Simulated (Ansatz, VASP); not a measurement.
**Cr in VASP and in Ansatz**

File POSCAR:

```
Cr
1.0
    2.9636329722      0.0000000000      0.0000000000
    0.0000000000      2.9636329722      0.0000000000
    0.0000000000      0.0000000000      2.9636329722
Cr
2
Direct
    0.0000000000      0.0000000000      0.0000000000
    0.5000000000      0.5000000000      0.5000000000
```

INCAR.step1

```
PREC = Accurate
ENCUT = 520
ISMEAR = -1
SIGMA = 0.05
LREAL = False
LASPH = True
NELM = 150
ISPIN = 2
MAGMOM = 2.533 -2.533
LMAXMIX = 4
NBANDS = 23
GGA = PE
ALGO = Normal
EDIFF = 1E-4
LWAVE = True
LCHARG = False
```

The input INCAR.step2:

```
PREC = Accurate
ENCUT = 520
EDIFF = 1E-6
ISMEAR = -1
SIGMA = 0.05
LREAL = False
LASPH = True
NELM = 150
ALGO = Normal
ISIF = 2
LWAVE = False
LCHARG = False
ISPIN = 2
MAGMOM = 2.533 -2.533
LORBIT = 11
LMAXMIX = 4
METAGGA = R2SCAN
LMIXTAU = True
NBANDS = 23
ISTART = 1
```

Contents of KPOINTS:

```
regular mesh
0
Gamma
  17 17 17
```

Input for Ansatz:

```yaml
crystal:
  lattice:
    - [2.9636329722, 0.0, 0.0]
    - [0.0, 2.9636329722, 0.0]
    - [0.0, 0.0, 2.9636329722]
  atoms:
    - { symbol: Cr, position: [0.0, 0.0, 0.0], spin: 2.533 }
    - { symbol: Cr, position: [0.5, 0.5, 0.5], spin: -2.533 }
hamiltonian:
  xc: r2scan
  pseudopotentials:
    kind: paw
    azcp:
      Cr: "pseudopotentials/Cr.paw.azcp"
basis:
  ecutwfc: 500
  fft_grid_basis: typed
kpoints:
  mp_grid: { grid: [17, 17, 17], shift: [0, 0, 0] }
magnetization:
  spin_polarized: true
scf:
  occupations: { method: fermi_dirac, width: 0.05 }
```

Alike in both runs: task single point; functional r2SCAN; k mesh 17 × 17 × 17; occupations fermi-dirac, width 0.05 eV; collinear spin.

|  | VASP | Ansatz |
| --- | --- | --- |
| version | VASP 6.6.1 | Ansatz 0.2.0 |
| potentials or method | VASP PAW PBE potentials, release 64 (Cr_pv), cutoff 520 eV | plane waves (500 eV) with PAW, scalar-relativistic |
| valence electrons in the cell | 24 | 28 |

Ansatz gave:

- net moment per atom (μB): 0.00
- size of the moment on the site where the two differ most (μB): 2.52

Q: Estimate VASP's values.

A: net moment per atom (μB): 0.00; size of the moment on the site where the two differ most (μB): 2.70.

VASP's potentials were made for PBE, not for r2SCAN. Site moments also hang on the region over which each program counts them. VASP's potentials hold 24 valence electrons a cell and Ansatz's 28, so a difference there can come from the potentials and not from the codes. Ansatz's warnings: stability check not made.
